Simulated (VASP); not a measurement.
Set up this calculation in VASP 6.6.1, as the native input.

```
Task                   : single point
Functional             : r2SCAN
Potentials or basis    : VASP PAW PBE potentials, release 64 (Be, Te)
Cutoff                 : 520 eV
k mesh                 : 6 × 6 × 6
Occupations            : gaussian, width 0.01 eV
Spin                   : no spin polarisation
Dipole correction      : no
Further INCAR settings : ALGO = Normal; EDIFF = 1e-07; NBANDS = 11
```

Crystal: BeTe.

```
Be Te
1.0
     0.00000    2.77088    2.77088
     2.77088    0.00000    2.77088
     2.77088    2.77088    0.00000
Be Te
1 1
Direct
  0.00000 0.00000 0.00000
  0.25000 0.25000 0.25000
```

This cell differs from its parent crystal: volume changed by -6%.

These files were run (other wordings do the same):

POSCAR

```
BeTe
1.0
    0.0000000000      2.7708796795      2.7708796795
    2.7708796795      0.0000000000      2.7708796795
    2.7708796795      2.7708796795      0.0000000000
Be Te
1 1
Direct
    0.0000000000      0.0000000000      0.0000000000
    0.2500000000      0.2500000000      0.2500000000
```

INCAR.step1

```
  ALGO = Normal
  EDIFF = 1E-4
  ENCUT = 520
  GGA = PE
  ISMEAR = 0
  LASPH = T
  LCHARG = F
  LREAL = F
  LWAVE = T
  NBANDS = 11
  NELM = 80
  PREC = Accurate
  SIGMA = 0.01
```

INCAR.step2

```
  ALGO = Normal
  EDIFF = 1E-7
  ENCUT = 520
  ISIF = 2
  ISMEAR = 0
  ISTART = 1
  LASPH = T
  LCHARG = F
  LMIXTAU = T
  LREAL = F
  LWAVE = F
  METAGGA = R2SCAN
  NBANDS = 11
  NELM = 80
  PREC = Accurate
  SIGMA = 0.01
```

KPOINTS

```
k-points
0
Gamma
  6 6 6
```

Potentials or basis: VASP PAW PBE potentials, release 64 (Be, Te).

Command:

```sh
$ cat potpaw_PBE.64/Be/POTCAR potpaw_PBE.64/Te/POTCAR > POTCAR
$ cp INCAR.step1 INCAR
$ mpirun -np 1 vasp_std > vasp.out
$ cp INCAR.step2 INCAR
$ mpirun -np 1 vasp_std > vasp.out
```

Results of the run:

```json
{"Pressure": "4.4 GPa", "Band gap on the k mesh": "2.21 eV, indirect (least direct gap 3.96 eV)"}
```

Caveat: the PAW data sets were made with another functional, which shifts forces and pressure a little; spin-orbit coupling is left out, which moves the levels of the heavy elements.

Wall time 51 s on 1 thread of AMD EPYC 7R43 64-Core Processor (Zen 3), on a shared host, peak memory 0.14 GiB.
